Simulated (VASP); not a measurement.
Input of a VASP 6.6.1 run:

The input INCAR:

```
SYSTEM = CrCo3
PREC = Accurate
ENCUT = 520
EDIFF = 1E-6
ISMEAR = -1
SIGMA = 0.3
LREAL = .False.
LASPH = .True.
NELM = 150
ALGO = Normal
ISIF = 2
LWAVE = .False.
LCHARG = .False.
ISPIN = 2
MAGMOM = 3 2.5 2.5 2.5
LORBIT = 11
LMAXMIX = 4
NBANDS = 32
```

The input KPOINTS:

```
regular mesh
0
Gamma
  6 6 2
  0 0 0
```

POSCAR

```
CrCo3
1.0
    2.5043474200      0.0000000000      0.0000000000
   -1.2521737100      2.1688284900      0.0000000000
    0.0000000000      0.0000000000      8.0001180000
Cr Co
1 3
Direct
    0.6666666684      0.3333333287      0.0000000000
    0.6666666684      0.3333333287      0.5000000000
    0.3333333293      0.6666666667      0.2492960004
    0.3333333293      0.6666666667      0.7507039996
```

Potentials or basis: VASP PAW LDA potentials, release 64 (Cr_pv, Co).

Run with:

```sh
$ cat potpaw_LDA.64/Cr_pv/POTCAR potpaw_LDA.64/Co/POTCAR > POTCAR
$ mpirun -np 1 vasp_std > vasp.out
```

(1) What does it give for the net moment?

(2) Estimate the largest force.

(3) What does it give for the pressure?

Answers

(1) 0.67 μB per cell.

(2) 0.023 eV/Å.

(3) -18.3 GPa.

Caveat: the k points lie up to 0.48 Å⁻¹ apart; so wide a smearing shifts energies and pressures; an empty level that is flat over the whole mesh can mark a ghost state of the potentials, or a narrow d or f band.
